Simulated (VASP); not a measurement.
# Hg (P6/mmm) in VASP: notebook

The runs below take Hg through single point, relaxation of cell and atoms, with PBEsol.

Everything below comes from runs of VASP 6.6.1. Logs are shortened: lines on timing, memory, paths and dates and some standing lists are left out, and cuts for length are marked.

## (1) The cell of the first run

It takes space group P6/mmm (No. 191, hexagonal). The conventional cell has a = 2.469 Å, b = 2.469 Å, c = 2.385 Å, α = 90.00°, β = 90.00°, γ = 120.00°. Within 3.2 Å of Hg (site symmetry 6/mmm) lie 8 Hg at 2.38 to 2.47 Å.

## (2) Single point, PBEsol

Contents of INCAR:

```
ALGO     = Normal         # electronic algorithm
EDIFF    = 1E-6           # SCF threshold, eV
ENCUT    = 550            # plane-wave cutoff, eV
GGA      = PS             # functional
GGA_COMPAT= F            
ISIF     = 2              # what is computed and relaxed
ISMEAR   = -1             # smearing method
LASPH    = T              # aspherical terms in the spheres
LCHARG   = F              # write CHGCAR
LREAL    = F              # projectors in reciprocal space
LWAVE    = F              # write WAVECAR
NBANDS   = 16             # bands
NELM     = 120            # most SCF steps
PREC     = Accurate       # precision mode
SIGMA    = 0.05           # smearing width, eV
```

Contents of KPOINTS:

```
k-points
0
Gamma
  18 18 16
```

Contents of POSCAR:

```
Hg
1.0
    2.4686923177      0.0000000000      0.0000000000
   -1.2343461588      2.1379502612      0.0000000000
    0.0000000000      0.0000000000      2.3846400928
Hg
1
Direct
    0.0000000000      0.0000000000      0.0000000000
```

Potentials or basis: VASP PAW PBE potentials, release 64 (Hg_sv_GW).

Launch:

```
$ cat potpaw_PBE.64/Hg_sv_GW/POTCAR > POTCAR
$ mpirun -np 1 vasp_std > vasp.out
```

OUTCAR:

```text
EDIFF = 1E-6
   ENCUT = 550
   GGA = PS
   ISIF = 2
   ISMEAR = -1
   LASPH = T
   LREAL = F
   NELM = 120
   PREC = Accurate

 ion  position               nearest neighbor table
   1  0.000  0.000  0.000-

  LATTYP: Found a hexagonal cell.
 ALAT       =     2.4686923177
 C/A-ratio  =     0.9659527336

  Lattice vectors:

 A1 = (   2.4686923177,   0.0000000000,   0.0000000000)
 A2 = (  -1.2343461588,   2.1379502612,   0.0000000000)
 A3 = (   0.0000000000,   0.0000000000,   2.3846400928)

Analysis of symmetry for initial positions (statically):
=====================================================================
 Subroutine PRICEL returns:
 Original cell was already a primitive cell.

 Routine SETGRP: Setting up the symmetry group for a
 hexagonal supercell.

 Subroutine GETGRP returns: Found 24 space group operations
 (whereof 24 operations were pure point group operations)
 out of a pool of 24 trial point group operations.

The static configuration has the point symmetry D_6h.

Analysis of symmetry for dynamics (positions and initial velocities):
=====================================================================
 Subroutine PRICEL returns:
 Original cell was already a primitive cell.

 Routine SETGRP: Setting up the symmetry group for a
 hexagonal supercell.

 Subroutine GETGRP returns: Found 24 space group operations
 (whereof 24 operations were pure point group operations)
 out of a pool of 24 trial point group operations.

The dynamic configuration has the point symmetry D_6h.

 Subroutine INISYM returns: Found 24 space group operations
 (whereof 24 operations are pure point group operations),
 and found     1 'primitive' translations

----------------------------------------------------------------------------------------

                                     Primitive cell

  volume of cell :      12.5860

  direct lattice vectors                    reciprocal lattice vectors
     2.468692318  0.000000000  0.000000000     0.405072756  0.233868865  0.000000000
    -1.234346159  2.137950261  0.000000000     0.000000000  0.467737729  0.000000000
     0.000000000  0.000000000  2.384640093     0.000000000  0.000000000  0.419350494

  length of vectors
     2.468692318  2.468692318  2.384640093     0.467737729  0.467737729  0.419350494

  position of ions in fractional coordinates (direct lattice)
     0.000000000  0.000000000  0.000000000

  ion indices of the primitive-cell ions
   primitive index   ion index
                 1           1

----------------------------------------------------------------------------------------

 KPOINTS: k-points

Automatic generation of k-mesh.
 Grid dimensions read from file:
 generate k-points for:   18   18   16

 Generating k-lattice:

  Cartesian coordinates                     Fractional coordinates (reciprocal lattice)
     0.022504042  0.012992715  0.000000000     0.055555556 -0.000000000  0.000000000
     0.000000000  0.025985429  0.000000000     0.000000000  0.055555556  0.000000000
     0.000000000  0.000000000  0.026209406     0.000000000  0.000000000  0.062500000

  Length of vectors
     0.025985429  0.025985429  0.026209406

  Shift w.r.t. Gamma in fractional coordinates (k-lattice)
     0.000000000  0.000000000  0.000000000

 Subroutine IBZKPT returns following result:
 ===========================================

 Found    333 irreducible k-points:

 Following reciprocal coordinates:
            Coordinates               Weight
  0.000000  0.000000  0.000000      1.000000
  0.055556  0.000000  0.000000      6.000000
  0.111111  0.000000  0.000000      6.000000
  0.166667  0.000000  0.000000      6.000000
  0.222222 -0.000000  0.000000      6.000000
  0.277778  0.000000  0.000000      6.000000
[... 16 lines left out ...]
  0.333333  0.111111  0.000000     12.000000
  0.388889  0.111111  0.000000     12.000000
 [... further k-points ...]
   k-points           NKPTS =    333   k-points in BZ     NKDIM =    333   number of bands    NBANDS=     16
   number of dos      NEDOS =    301   number of ions     NIONS =      1
   total plane-waves  NPLWV =   7200
   dimension x,y,z NGX =    20 NGY =   20 NGZ =   18
   dimension x,y,z NGXF=    40 NGYF=   40 NGZF=   36
   ions per type =               1
   NGX,Y,Z   is equivalent  to a cutoff of  13.47, 13.47, 12.55 a.u.
   NGXF,Y,Z  is equivalent  to a cutoff of  26.94, 26.94, 25.10 a.u.
 SYSTEM =  unknown system
   PREC   = accura    normal or accurate (medium, high low for compatibility)
   ISTART =      0    job   : 0-new  1-cont  2-samecut
   ICHARG =      2    charge: 1-file 2-atom 10-const
   ISPIN  =      1    spin polarized calculation?
   LNONCOLLINEAR =      F non collinear calculations
   LSORBIT =      F    spin-orbit coupling
   LASPH  =      T    aspherical Exc in radial PAW
   ENCUT  =  550.0 eV  40.42 Ry    6.36 a.u.   4.72  4.72  4.56*2*pi/ulx,y,z
   NELM   =    120;   NELMIN=  2; NELMDL= -5     # of ELM steps
[... 107 lines left out ...]
      3     -49.5744      2.00000
      4     -49.4850      2.00000
      5       1.6178      2.00000
      6       2.6401      2.00000
[... 8 lines left out ...]
     15      37.6807      0.00000
     16      43.8078      0.00000

 k-point     6 :       0.2778    0.0000    0.0000
  band No.  band energies     occupation
      1    -101.4118      2.00000
      2     -49.9324      2.00000
      3     -49.6052      2.00000
      4     -49.4711      2.00000
      5       2.0327      2.00000
      6       2.7102      2.00000
[... 8 lines left out ...]
     15      37.1234      0.00000
     16      43.2183      0.00000

 k-point     7 :       0.3333    0.0000    0.0000
  band No.  band energies     occupation
      1    -101.4027      2.00000
      2     -50.0498      2.00000
      3     -49.6341      2.00000
      4     -49.4583      2.00000
      5       2.0626      2.00000
      6       2.8334      2.00000
[... 8 lines left out ...]
     15      36.7993      0.00000
     16      42.8618      0.00000

 k-point     8 :       0.3889   -0.0000    0.0000
  band No.  band energies     occupation
      1    -101.3952      2.00000
      2     -50.1444      2.00000
      3     -49.6575      2.00000
      4     -49.4478      2.00000
      5       1.8912      2.00000
      6       3.0350      2.00000
[... 8 lines left out ...]
     15      36.5876      0.00000
     16      41.8879      0.00000

 k-point     9 :       0.4444   -0.0000    0.0000
  band No.  band energies     occupation
      1    -101.3904      2.00000
      2     -50.2058      2.00000
      3     -49.6728      2.00000
      4     -49.4409      2.00000
      5       1.7431      2.00000
      6       3.1842      2.00000
[... 8 lines left out ...]
     15      36.4318      0.00000
     16      41.2747      0.00000
[... 172 lines left out ...]
 k-point    19 :       0.1111    0.1111    0.0000
  band No.  band energies     occupation
      1    -101.4265      2.00000
      2     -49.7329      2.00000
      3     -49.5662      2.00000
      4     -49.4920      2.00000
      5       1.3433      2.00000
      6       2.5994      2.00000
[... 8 lines left out ...]
     15      37.4054      0.00000
     16      44.2205      0.00000

 k-point    20 :       0.1667    0.1111    0.0000
  band No.  band energies     occupation
      1    -101.4179      2.00000
      2     -49.8367      2.00000
      3     -49.6023      2.00000
      4     -49.4798      2.00000
      5       1.9603      2.00000
      6       2.9307      2.00000
[... 8 lines left out ...]
     15      36.3662      0.00000
     16      43.3596      0.00000

 k-point    21 :       0.2222    0.1111    0.0000
  band No.  band energies     occupation
      1    -101.4088      2.00000
      2     -49.9457      2.00000
      3     -49.6410      2.00000
      4     -49.4670      2.00000
      5       2.4119      2.00000
      6       3.0135      2.00000
[... 8 lines left out ...]
     15      36.8344      0.00000
     16      42.7771      0.00000

 k-point    22 :       0.2778    0.1111    0.0000
  band No.  band energies     occupation
      1    -101.4002      2.00000
      2     -50.0469      2.00000
      3     -49.6772      2.00000
      4     -49.4549      2.00000
      5       2.5811      2.00000
      6       2.9352      2.00000
[... 8 lines left out ...]
     15      38.0697      0.00000
     16      42.1053      0.00000

 k-point    23 :       0.3333    0.1111    0.0000
  band No.  band energies     occupation
      1    -101.3932      2.00000
      2     -50.1287      2.00000
      3     -49.7068      2.00000
      4     -49.4450      2.00000
      5       2.4089      2.00000
      6       3.0917      2.00000
[... 8 lines left out ...]
     15      38.8304      0.00000
     16      40.7767      0.00000

 k-point    24 :       0.3889    0.1111    0.0000
  band No.  band energies     occupation
      1    -101.3886      2.00000
      2     -50.1817      2.00000
      3     -49.7261      2.00000
      4     -49.4385      2.00000
      5       2.2482      2.00000
      6       3.2304      2.00000
[... 8 lines left out ...]
     15      38.7043      0.00000
     16      40.3911      0.00000

 [... further k-points ...]

------------------------ aborting loop because EDIFF is reached ----------------------------------------

  FORCE on cell =-STRESS in cart. coord.  units (eV):
  Direction    XX          YY          ZZ          XY          YZ          ZX
  --------------------------------------------------------------------------------------
  -------------------------------------------------------------------------------------
  Total       18.1456130     18.1456130     18.1091103      0.0000000      0.0000000      0.0000000
  in kB     2309.9087471   2309.9087470   2305.2619976      0.0000001      0.0000000      0.0000000
  external PRESSURE =    2308.3598306 kB  Pullay stress =       0.0000000 kB

 VOLUME and BASIS-vectors are now :
 -----------------------------------------------------------------------------
  energy-cutoff  :      550.00
  volume of cell :       12.59
      direct lattice vectors                 reciprocal lattice vectors
     2.468692318  0.000000000  0.000000000     0.405072756  0.233868865  0.000000000
    -1.234346159  2.137950261  0.000000000     0.000000000  0.467737729  0.000000000
     0.000000000  0.000000000  2.384640093     0.000000000  0.000000000  0.419350494

 POSITION                                       TOTAL-FORCE (eV/Angst)
 -----------------------------------------------------------------------------------
      0.00000      0.00000      0.00000         0.000000      0.000000      0.000000
 -----------------------------------------------------------------------------------
    total drift:                               -0.000000      0.000000      0.000000

  FREE ENERGIE OF THE ION-ELECTRON SYSTEM (eV)
  ---------------------------------------------------
  free  energy   TOTEN  =         3.5158376977 eV

  energy  without entropy=        3.5182923875  energy(sigma->0) =        3.51706504
```

It took 49 s on 1 thread of Intel Xeon Platinum 8375C at 2.90GHz (Ice Lake), shared host; peak memory 0.21 GiB.

What came out:

```yaml
Free_energy: 3.5158 eV
Pressure: 230.8 GPa
Band_gap_on_the_k_mesh: zero (bands 10 and 11 overlap by 5.42 eV)
```

Levels at points of the mesh, in eV from the Fermi level:
```csv
k point,band 6,band 7,band 8,band 9,band 10,band 11,band 12,band 13,band 14,band 15
"(0.00, 0.00, 0.00)",-15.24,-12.01,-12.01,-7.64,-7.64,10.82,10.84,18.21,18.21,20.36
"(0.50, 0.00, 0.00)",-14.03,-10.50,-8.27,-7.07,-6.42,-0.01,9.36,13.85,18.62,19.10
"(0.00, 0.00, 0.50)",-11.50,-11.50,-10.05,-10.05,-7.71,-1.74,13.94,17.89,18.13,18.13
"(0.50, 0.00, 0.50)",-14.58,-11.09,-6.85,-5.96,-0.19,0.21,7.93,11.31,12.78,16.32
```

Caveat: the cell stands under pressure; the PAW data sets were made with another functional, which shifts forces and pressure a little; spin-orbit coupling is left out, which moves the levels of the heavy elements.

## (3) Single point, PBEsol

This run uses another cell than the first one: it holds 3 atoms, not 1.

Contents of INCAR:

```
  ALGO = Normal
  EDIFF = 1E-6
  ENCUT = 550
  GGA = PS
  GGA_COMPAT = F
  ISIF = 2
  ISMEAR = -1
  LASPH = T
  LCHARG = F
  LREAL = F
  LWAVE = F
  NBANDS = 37
  NELM = 120
  PREC = Accurate
  SIGMA = 0.05
```

Contents of KPOINTS:

```
k-points
0
Gamma
  9 9 12
```

Contents of POSCAR:

```
Hg
1.0
    4.1674791143      0.0000000000      0.0000000000
   -2.0837395572      3.6091427827      0.0000000000
    0.0000000000      0.0000000000      2.4384851753
Hg
3
Direct
    0.0000000000      0.0000000000      0.0000000000
    0.3333333333      0.6666666667      0.5000000000
    0.6666666667      0.3333333333      0.5000000000
```

Potentials or basis: VASP PAW PBE potentials, release 64 (Hg_sv_GW).

Launch:

```
$ cat potpaw_PBE.64/Hg_sv_GW/POTCAR > POTCAR
$ mpirun -np 1 vasp_std > vasp.out
```

Wall time 54 s (1 thread of Intel Xeon 6975P-C (Granite Rapids), shared host); peak memory 0.23 GiB.

It converged, with:

```yaml
Free_energy: 10.0821 eV
Pressure: 230.5 GPa
Band_gap_on_the_k_mesh: zero (bands 30 and 31 overlap by 3.33 eV)
```

Stress tensor (GPa, compression positive):
```
230.45   0.00   0.00
  0.00 230.45   0.00
  0.00   0.00 230.76
```

Levels at points of the mesh, in eV from the Fermi level:
| k point | band 27 | band 28 | band 29 | band 30 | band 31 | band 32 | band 33 | band 34 |
| --- | --- | --- | --- | --- | --- | --- | --- | --- |
| (0.00, 0.00, 0.00) | -7.92 | -7.92 | -0.88 | 0.03 | 1.37 | 1.37 | 1.37 | 1.37 |
| (0.00, 0.00, 0.50) | -6.77 | -4.80 | -3.94 | 2.79 | 3.61 | 3.61 | 3.67 | 5.37 |

Caveat: the cell stands under pressure; the PAW data sets were made with another functional, which shifts forces and pressure a little; spin-orbit coupling is left out, which moves the levels of the heavy elements.

## (4) Relaxation of cell and atoms, PBEsol, target pressure 230 GPa, at which the enthalpy is minimised

This run uses another cell than the first one, of 12.20 Å³/atom.

Contents of INCAR:

```
SYSTEM = Hg
PREC     = Accurate       ! precision mode
ENCUT    = 550            ! plane-wave cutoff, eV
EDIFF    = 1E-7           ! SCF threshold, eV
ISMEAR   = -1             ! smearing method
SIGMA    = 0.05           ! smearing width, eV
LREAL    = .FALSE.        ! projectors in reciprocal space
LASPH    = .TRUE.         ! aspherical terms in the spheres
NELM     = 120            ! most SCF steps
ALGO     = Normal         ! electronic algorithm
ISIF     = 3              ! what is computed and relaxed
LWAVE    = .FALSE.        ! write WAVECAR
LCHARG   = .FALSE.        ! write CHGCAR
GGA      = PS             ! functional
IBRION   = 2              ! ionic algorithm
NSW      = 60             ! ionic steps
EDIFFG   = -0.005         ! ionic threshold
PSTRESS  = 2300.0       
GGA_COMPAT= .FALSE.      
NELMIN   = 4
```

Contents of KPOINTS:

```
Automatic mesh
0
G
  18 18 16
  0 0 0
```

Contents of POSCAR:

```
Hg
1.0
    2.4656861886      0.0000000000      0.0000000000
   -1.2328430943      2.1353468771      0.0000000000
    0.0000000000      0.0000000000      2.3177450173
Hg
1
Direct
    0.0000000000      0.0000000000      0.0000000000
```

Launch:

```
$ cat potpaw_PBE.64/Hg_sv_GW/POTCAR > POTCAR
$ mpirun -np 1 vasp_std > vasp.out
```

Wall time 4.1 min (1 thread of Intel Xeon 6975P-C (Granite Rapids), shared host); peak memory 0.22 GiB.

It converged, with:

| Item | Value |
| --- | --- |
| Free energy | 3.5083 eV |
| Relaxed volume | 12.59 Å³/atom |
| Relaxed cell | a = 2.470 Å, b = 2.470 Å, c = 2.384 Å, α = 90.00°, β = 90.00°, γ = 120.00° |
| Space group after relaxing (to 0.1 Å) | P6/mmm (No. 191) |
| Energy change on relaxing (the run minimises the enthalpy) | -623.3 meV/atom |
| Ionic steps | 11 |
| Pressure after relaxing | 230.0 GPa |
| Band gap on the k mesh | zero (bands 10 and 11 overlap by 5.41 eV) |

The path:
| step | energy change (eV) | largest force (eV/Å) | pressure (GPa) | volume (Å³) |
| --- | --- | --- | --- | --- |
| 1 | 0.0000 | 0.0000 | 264.11 | 12.20 |
| 2 | -3.8512 | 0.0000 | 45.79 | 17.32 |
| 3 | -0.8479 | 0.0000 | 217.14 | 12.76 |
| 4 | -0.6934 | 0.0000 | 225.74 | 12.65 |
| 5 | -0.2740 | 0.0000 | 249.12 | 12.40 |
| 6 | -0.6195 | 0.0000 | 230.18 | 12.59 |
| 7 | -0.6211 | 0.0000 | 230.11 | 12.59 |
| 8 | -0.6373 | 0.0000 | 229.19 | 12.60 |
| 9 | -0.6236 | 0.0000 | 229.94 | 12.59 |
| 10 | -0.6224 | 0.0000 | 229.99 | 12.59 |
| 11 | -0.6233 | 0.0000 | 229.98 | 12.59 |

Final structure:
```yaml
crystal:
  lattice:
    - [2.46967, 0.00000, 0.00000]
    - [-1.23484, 2.13880, 0.00000]
    - [0.00000, 0.00000, 2.38407]
  atoms:
    - { symbol: Hg, position: [0.00000, 0.00000, 0.00000] }
```

Levels at points of the mesh, in eV from the Fermi level:
```csv
k point,band 7,band 8,band 9,band 10,band 11,band 12,band 13,band 14
"(0.00, 0.00, 0.00)",-12.00,-12.00,-7.64,-7.64,10.84,10.84,18.19,18.19
"(0.50, 0.00, 0.00)",-10.48,-8.26,-7.07,-6.42,-0.01,9.35,13.87,18.64
"(0.00, 0.00, 0.50)",-11.49,-10.05,-10.05,-7.69,-1.73,13.95,17.89,18.13
"(0.50, 0.00, 0.50)",-11.09,-6.85,-5.95,-0.18,0.22,7.93,11.31,12.78
```

Caveat: the cell is relaxed towards a set pressure, so the run minimises the enthalpy, not the energy; the PAW data sets were made with another functional, which shifts forces and pressure a little; spin-orbit coupling is left out, which moves the levels of the heavy elements.

## (5) The runs side by side

```tsv
task	cell	k mesh	gap on the mesh (eV)	pressure (GPa)
single point	a = 2.469, b = 2.469, c = 2.385 Å, angles 90.0, 90.0, 120.0°, 1 atom, atomic positions A	18 × 18 × 16	none	230.8
single point	a = 4.167, b = 4.167, c = 2.438 Å, angles 90.0, 90.0, 120.0°, 3 atoms, atomic positions B	9 × 9 × 12	none	230.5
relaxation of cell and atoms	relaxed to 230 GPa from a = 2.466, b = 2.466, c = 2.318 Å, angles 90.0, 90.0, 120.0°, 1 atom, atomic positions A	18 × 18 × 16	none	230.0
```

Alike in all rows: level PBEsol; potentials or basis VASP PAW PBE potentials, release 64 (Hg_sv_GW); no spin polarisation; cutoff (eV) 550; smearing fermi-dirac 0.05 eV.

Caveats: the PAW data sets were made with another functional, which shifts forces and pressure a little; spin-orbit coupling is left out, which moves the levels of the heavy elements; the cell stands under pressure (at least some runs); the cell is relaxed towards a set pressure, so the run minimises the enthalpy, not the energy (at least some runs).

Absolute energies hang on the potentials; compare differences alone.
